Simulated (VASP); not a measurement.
Ta2Ru: single point with PBE

Crystal: Ta2Ru.

```xyz
3
Lattice="-1.6028 1.6028 4.8870 1.6028 -1.6028 4.8870 1.6028 1.6028 -4.8870" Properties=species:S:1:pos:R:3 pbc="T T T"
Ta    0.0000    0.0000    6.4756
Ta    0.0000    0.0000    3.2984
Ru    0.0000    0.0000    0.0000
```

| Quantity | Value |
| --- | --- |
| Program | VASP 6.6.1 |
| Task | single point |
| Functional | PBE |
| Potentials or basis | VASP PAW PBE potentials, release 64 (Ta_pv, Ru_pv) |
| Cutoff | 520 eV |
| k mesh | 8 × 8 × 8 |
| Occupations | gaussian, width 0.1 eV |
| Spin | no spin polarisation |

```json
{
 "Pressure": "0.1 GPa",
 "Band gap on the k mesh": "zero (bands 18 and 19 overlap by 1.43 eV)"
}
```

Forces on the atoms (eV/Å):
```
Ta   0.000  0.000 -0.003
Ta   0.000  0.000  0.003
Ru   0.000  0.000  0.000
```

Levels at points of the mesh, in eV from the Fermi level:
| k point | band 15 | band 16 | band 17 | band 18 | band 19 | band 20 | band 21 | band 22 |
| --- | --- | --- | --- | --- | --- | --- | --- | --- |
| (0.00, 0.00, 0.00) | -2.18 | -2.18 | -2.01 | 0.85 | 0.85 | 1.46 | 1.71 | 1.73 |
| (0.50, 0.00, 0.00) | -2.82 | -1.95 | -0.80 | -0.74 | 0.42 | 0.60 | 1.04 | 1.56 |
| (0.50, 0.50, 0.00) | -3.03 | -1.68 | -1.49 | -0.34 | 0.06 | 0.81 | 2.50 | 4.21 |
| (0.50, 0.50, 0.50) | -2.32 | -1.81 | -1.36 | -0.34 | -0.34 | -0.08 | 1.16 | 1.37 |

It took 46 s on 1 thread of Intel(R) Xeon(R) 6975P-C (Granite Rapids), with other jobs on the host, peak memory 0.27 GiB.

Caveat: spin-orbit coupling is left out, which moves the levels of the heavy elements.
